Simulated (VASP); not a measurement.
# Re (Pm-3m) in VASP: a series of runs, part 2 of 2

VASP 6.6.1. Earlier steps stand in the parts before.

## (5) Single point, LDA (17.03 Å³/atom)

This run uses another cell than the first one, of 17.03 Å³/atom.

File INCAR:

```
SYSTEM = Re
PREC = Accurate
ENCUT = 520
EDIFF = 1E-6
ISMEAR = -1
SIGMA = 0.1
LREAL = .FALSE.
LASPH = .TRUE.
NELM = 100
ALGO = Normal
ISIF = 2
LWAVE = .FALSE.
LCHARG = .FALSE.
GGA = CA
NBANDS = 10
```

File KPOINTS:

```
regular mesh
0
G
  14 14 14
  0 0 0
```

File POSCAR:

```
Re
1.0
    2.5729130238      0.0000000000      0.0000000000
    0.0000000000      2.5729130238      0.0000000000
    0.0000000000      0.0000000000      2.5729130238
Re
1
Direct
    0.0000000000      0.0000000000      0.0000000000
```

Potentials or basis: VASP PAW LDA potentials, release 64 (Re).

Launch:

```sh
cat potpaw_LDA.64/Re/POTCAR > POTCAR
mpirun -np 1 vasp_std > vasp.out
```

OUTCAR:

```text
SYSTEM = Re
   PREC = Accurate
   ENCUT = 520
   EDIFF = 1E-6
   ISMEAR = -1
   LREAL = .FALSE.
   LASPH = .TRUE.
   NELM = 100
   ISIF = 2
   GGA = CA

 ion  position               nearest neighbor table
   1  0.000  0.000  0.000-

  LATTYP: Found a simple cubic cell.
 ALAT       =     2.5729130238

  Lattice vectors:

 A1 = (   2.5729130238,   0.0000000000,   0.0000000000)
 A2 = (   0.0000000000,   2.5729130238,   0.0000000000)
 A3 = (   0.0000000000,   0.0000000000,   2.5729130238)

Analysis of symmetry for initial positions (statically):
=====================================================================
 Subroutine PRICEL returns:
 Original cell was already a primitive cell.

 Routine SETGRP: Setting up the symmetry group for a
 simple cubic supercell.

 Subroutine GETGRP returns: Found 48 space group operations
 (whereof 48 operations were pure point group operations)
 out of a pool of 48 trial point group operations.

The static configuration has the point symmetry O_h .

Analysis of symmetry for dynamics (positions and initial velocities):
=====================================================================
 Subroutine PRICEL returns:
 Original cell was already a primitive cell.

 Routine SETGRP: Setting up the symmetry group for a
 simple cubic supercell.

 Subroutine GETGRP returns: Found 48 space group operations
 (whereof 48 operations were pure point group operations)
 out of a pool of 48 trial point group operations.

The dynamic configuration has the point symmetry O_h .

 Subroutine INISYM returns: Found 48 space group operations
 (whereof 48 operations are pure point group operations),
 and found     1 'primitive' translations

----------------------------------------------------------------------------------------

                                     Primitive cell

  volume of cell :      17.0324

  direct lattice vectors                    reciprocal lattice vectors
     2.572913024  0.000000000  0.000000000     0.388664518  0.000000000  0.000000000
     0.000000000  2.572913024  0.000000000     0.000000000  0.388664518  0.000000000
     0.000000000  0.000000000  2.572913024     0.000000000  0.000000000  0.388664518

  length of vectors
     2.572913024  2.572913024  2.572913024     0.388664518  0.388664518  0.388664518

  position of ions in fractional coordinates (direct lattice)
     0.000000000  0.000000000  0.000000000

  ion indices of the primitive-cell ions
   primitive index   ion index
                 1           1

----------------------------------------------------------------------------------------

 KPOINTS: regular mesh

Automatic generation of k-mesh.
 Grid dimensions read from file:
 generate k-points for:   14   14   14

 Generating k-lattice:

  Cartesian coordinates                     Fractional coordinates (reciprocal lattice)
     0.027761751  0.000000000  0.000000000     0.071428571  0.000000000  0.000000000
     0.000000000  0.027761751  0.000000000     0.000000000  0.071428571  0.000000000
     0.000000000  0.000000000  0.027761751     0.000000000  0.000000000  0.071428571

  Length of vectors
     0.027761751  0.027761751  0.027761751

  Shift w.r.t. Gamma in fractional coordinates (k-lattice)
     0.000000000  0.000000000  0.000000000

 Subroutine IBZKPT returns following result:
 ===========================================

 Found    120 irreducible k-points:

 Following reciprocal coordinates:
            Coordinates               Weight
  0.000000  0.000000  0.000000      1.000000
  0.071429  0.000000  0.000000      6.000000
  0.142857  0.000000  0.000000      6.000000
  0.214286  0.000000  0.000000      6.000000
  0.285714  0.000000  0.000000      6.000000
  0.357143  0.000000  0.000000      6.000000
[... 16 lines left out ...]
  0.285714  0.214286  0.000000     24.000000
  0.357143  0.214286  0.000000     24.000000
 [... further k-points ...]
   k-points           NKPTS =    120   k-points in BZ     NKDIM =    120   number of bands    NBANDS=     10
   number of dos      NEDOS =    301   number of ions     NIONS =      1
   total plane-waves  NPLWV =   8000
   dimension x,y,z NGX =    20 NGY =   20 NGZ =   20
   dimension x,y,z NGXF=    40 NGYF=   40 NGZF=   40
   ions per type =               1
   NGX,Y,Z   is equivalent  to a cutoff of  12.92, 12.92, 12.92 a.u.
   NGXF,Y,Z  is equivalent  to a cutoff of  25.85, 25.85, 25.85 a.u.
 SYSTEM =  Re
   PREC   = accura    normal or accurate (medium, high low for compatibility)
   ISTART =      0    job   : 0-new  1-cont  2-samecut
   ICHARG =      2    charge: 1-file 2-atom 10-const
   ISPIN  =      1    spin polarized calculation?
   LNONCOLLINEAR =      F non collinear calculations
   LSORBIT =      F    spin-orbit coupling
   LASPH  =      T    aspherical Exc in radial PAW
   ENCUT  =  520.0 eV  38.22 Ry    6.18 a.u.   4.78  4.78  4.78*2*pi/ulx,y,z
   NELM   =    100;   NELMIN=  2; NELMDL= -5     # of ELM steps
   EDIFF  = 0.1E-05   stopping-criterion for ELM
   LREAL  =      F    real-space projection
   EDIFFG = 0.1E-04   stopping-criterion for IOM
   NSW    =      0    number of steps for IOM
   IBRION =     -1    ionic relax: 0-MD 1-quasi-New 2-CG
   NFREE  =      0    steps in history (QN), initial steepest desc. (CG)
   ISIF   =      2    stress and relaxation
   ISYM   =      2    0-nonsym 1-usesym 2-fastsym
   POTIM  = 0.5000    time-step for ionic-motion
   TEBEG  =    0.0;   TEEND  =   0.0 temperature during run
   PSTRESS=    0.0 pullay stress
   NELECT =       7.0000    total number of electrons
   NUPDOWN=      -1.0000    fix difference up-down
   EMIN   =  10.00;   EMAX   =-10.00  energy-range for DOS
   EFERMI =   0.00;   METHOD = LEGACY
   ISMEAR =    -1;   SIGMA  =   0.10  broadening in eV -4-tet -1-fermi 0-gaus
   EFERMI_NEDOS =   21; number of points for ismear=-14 and -15
   IALGO  =     38    algorithm
   IMIX   =      4    mixing-type and parameters
     AMIX     =   0.40;   BMIX     =  1.00
     AMIX_MAG =   1.60;   BMIX_MAG =  1.00
  volume/ion in A,a.u.               =      17.03       114.94
  Fermi-wavevector in a.u.,A,eV,Ry     =   1.217164  2.300106 20.156868  1.481488
  Thomas-Fermi vector in A             =   2.352493
   LORBIT       =      0    0 simple, 1 ext, 2 COOP (PROOUT), +10 PAW based schemes
   GGA     = CA    functional components
   LHFCALC =     F    Hartree Fock is set to
   AEXX    =    0.0000 exact exchange contribution
   IVDW    =     0    specifies the selected vdW correction
   LEPSILON=     F    determine dielectric tensor
   LRPA    =     F    only Hartree local field effects (RPA)
 non-spin polarized calculation
  energy-cutoff  :      520.00
  volume of cell :       17.03
 maximum number of plane-waves:       480
 NGX is ok and might be reduce to    20
   NGX =  9   NGY =  9   NGZ =  9

 number of electron       7.0000001 magnetization

 Free energy of the ion-electron system (eV)
  ---------------------------------------------------
  ext. energy  EPLUGINS =         0.00000000
  ---------------------------------------------------
  free energy    TOTEN  =       -12.35882916 eV

  energy without entropy =      -12.31964288  energy(sigma->0) =      -12.33923602

 E-fermi :   6.6625     XC(G=0): -12.9126

 val. band max:        6.6610024588   @ k =   0.4286   0.4286   0.0714
 cond. band min:       6.6752368447   @ k =   0.2857   0.1429   0.1429
 fundamental gap:      0.0142343859
 Fermi energy:         6.6625241082

 k-point     1 :       0.0000    0.0000    0.0000
  band No.  band energies     occupation
      1      -2.5382      2.00000
      2       1.2574      2.00000
      3       1.2574      2.00000
      4      10.1120      0.00000
      5      10.1120      0.00000
      6      10.1120      0.00000
      7      21.9998      0.00000
      8      21.9998      0.00000
      9      21.9998      0.00000
     10      28.0930      0.00000
[... 287 lines left out ...]
 k-point    24 :       0.3571    0.2143    0.0000
  band No.  band energies     occupation
      1       1.1539      2.00000
      2       2.7852      2.00000
      3       4.4552      2.00000
      4       7.2656      0.00480
      5       7.4892      0.00051
      6       8.9041      0.00000
      7      16.2194      0.00000
      8      21.6079      0.00000
      9      24.6928      0.00000
     10      29.6462      0.00000

 [... further k-points ...]

------------------------ aborting loop because EDIFF is reached ----------------------------------------

  FORCE on cell =-STRESS in cart. coord.  units (eV):
  Direction    XX          YY          ZZ          XY          YZ          ZX
  --------------------------------------------------------------------------------------
  -------------------------------------------------------------------------------------
  Total       -1.1838495     -1.1838495     -1.1838495      0.0000000      0.0000000      0.0000000
  in kB     -111.3606539   -111.3606539   -111.3606539      0.0000000      0.0000000      0.0000000
  external PRESSURE =    -111.3606539 kB  Pullay stress =       0.0000000 kB

 VOLUME and BASIS-vectors are now :
 -----------------------------------------------------------------------------
  energy-cutoff  :      520.00
  volume of cell :       17.03
      direct lattice vectors                 reciprocal lattice vectors
     2.572913024  0.000000000  0.000000000     0.388664518  0.000000000  0.000000000
     0.000000000  2.572913024  0.000000000     0.000000000  0.388664518  0.000000000
     0.000000000  0.000000000  2.572913024     0.000000000  0.000000000  0.388664518

 POSITION                                       TOTAL-FORCE (eV/Angst)
 -----------------------------------------------------------------------------------
      0.00000      0.00000      0.00000         0.000000      0.000000      0.000000
 -----------------------------------------------------------------------------------
    total drift:                               -0.000000      0.000000      0.000000

  FREE ENERGIE OF THE ION-ELECTRON SYSTEM (eV)
  ---------------------------------------------------
  free  energy   TOTEN  =       -12.3588291630 eV

  energy  without entropy=      -12.3196428798  energy(sigma->0) =      -12.33923602
```

stdout:

```text
POSCAR found type information on POSCAR Re
 POSCAR found :  1 types and       1 ions
 scaLAPACK will be used
 LDA part: xc-table for (Slater(with rela. corr.)+CA(PZ))
 , standard interpolation
 POSCAR, INCAR and KPOINTS ok, starting setup
 FFT: planning ... GRIDC
 FFT: planning ... GRID_SOFT
 FFT: planning ... GRID
 WAVECAR not read
 entering main loop
```

Run time: 20 s. Hardware: 1 thread of Intel Xeon 8259CL, shared host; peak memory 0.13 GiB.

What came out:

```
Free energy            : -12.3588 eV
Pressure               : -11.1 GPa
Band gap on the k mesh : zero (an odd number of electrons rules out a gap without spin polarisation)
```

Caveat: the cell stands under tension; spin-orbit coupling is left out, which moves the levels of the heavy elements.

## (6) Overview

```csv
cell,gap on the mesh (eV),pressure (GPa)
"a = 2.470 Å, 1 atom",none,28.8
"a = 2.505 Å, 1 atom",none,12.5
"a = 2.539 Å, 1 atom",none,-0.6
"a = 2.573 Å, 1 atom",none,-11.1
```

Alike in all rows: task single point; level LDA; potentials or basis VASP PAW LDA potentials, release 64 (Re); no spin polarisation; k mesh 14 × 14 × 14; cutoff (eV) 520; smearing fermi-dirac 0.1 eV.

Caveats: spin-orbit coupling is left out, which moves the levels of the heavy elements; the cell stands under pressure (at least some runs); the cell stands under tension (at least some runs).

Absolute energies hang on the potentials; compare differences alone.
